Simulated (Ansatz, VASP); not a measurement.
**One calculation of Pt, two programs**

Contents of INCAR:

```
SYSTEM = Pt
PREC     = Accurate       ! precision mode
ENCUT    = 520            ! plane-wave cutoff, eV
EDIFF    = 1E-6           ! SCF threshold, eV
ISMEAR   = -1             ! smearing method
SIGMA    = 0.05           ! smearing width, eV
LREAL    = .FALSE.        ! projectors in reciprocal space
LASPH    = .TRUE.         ! aspherical terms in the spheres
NELM     = 80             ! most SCF steps
ALGO     = Normal         ! electronic algorithm
ISIF     = 2              ! what is computed and relaxed
LWAVE    = .FALSE.        ! write WAVECAR
LCHARG   = .FALSE.        ! write CHGCAR
LDIPOL   = .TRUE.       
IDIPOL   = 3            
DIPOL    = 0.5 0.5 0.500
NBANDS   = 28             ! bands
```

Contents of KPOINTS:

```
Automatic mesh
0
G
  15 15 1
  0 0 0
```

The input POSCAR:

```
Pt
1.0
    2.7533987118      0.0000000000      0.0000000000
    0.0000000000      2.7533987118      0.0000000000
    0.0000000000      0.0000000000     21.8408000000
Pt
4
Direct
    0.2500000000      0.2500000000      0.3662860174
    0.7500000000      0.7500000000      0.4554286721
    0.2500000000      0.2500000000      0.5445713273
    0.7500000000      0.7500000000      0.6337139826
```

Input for Ansatz:

```yaml
crystal:
  lattice:
    - [2.7533987118, 0.0, 0.0]
    - [0.0, 2.7533987118, 0.0]
    - [0.0, 0.0, 21.8408]
  atoms:
    - { symbol: Pt, position: [0.25, 0.25, 0.3662860174] }
    - { symbol: Pt, position: [0.75, 0.75, 0.4554286721] }
    - { symbol: Pt, position: [0.25, 0.25, 0.5445713273] }
    - { symbol: Pt, position: [0.75, 0.75, 0.6337139826] }
kpoints:
  mp_grid: { grid: [15, 15, 1] }
scf:
  occupations: { method: fermi_dirac, width: 0.05 }
hamiltonian:
  xc: lda
  pseudopotentials: { kind: paw }
output:
  forces: true
  stress: true
  eigenvalues: true
  populations: true
efield:
  axis: 3
  amplitude: 0
  dipole_correction: true
```

Alike in both runs: task single point; functional LDA; k mesh 15 × 15 × 1; occupations fermi-dirac, width 0.05 eV; no spin polarisation.

```csv
,VASP,Ansatz
version,VASP 6.6.1,Ansatz 0.2.0
potentials or method,"VASP PAW LDA potentials, release 64 (Pt)","PAW with Ansatz's default frozen-core files, scalar-relativistic"
plane-wave cutoff (eV),520,420
valence electrons in the cell,40,72
```

Ansatz gave:

* rms of the force components (eV/Å): 0.217

Problem. Estimate VASP's values.

Solution. rms of the force components (eV/Å): 0.202.

LDA's correlation is that of Perdew and Zunger in VASP and of Perdew and Wang (1992) in Ansatz. Atom by atom the forces differ by 0.016 eV/Å (rms over components). VASP's potentials hold 40 valence electrons a cell and Ansatz's 72, so a difference there can come from the potentials and not from the codes.

Spin-orbit coupling is off throughout.
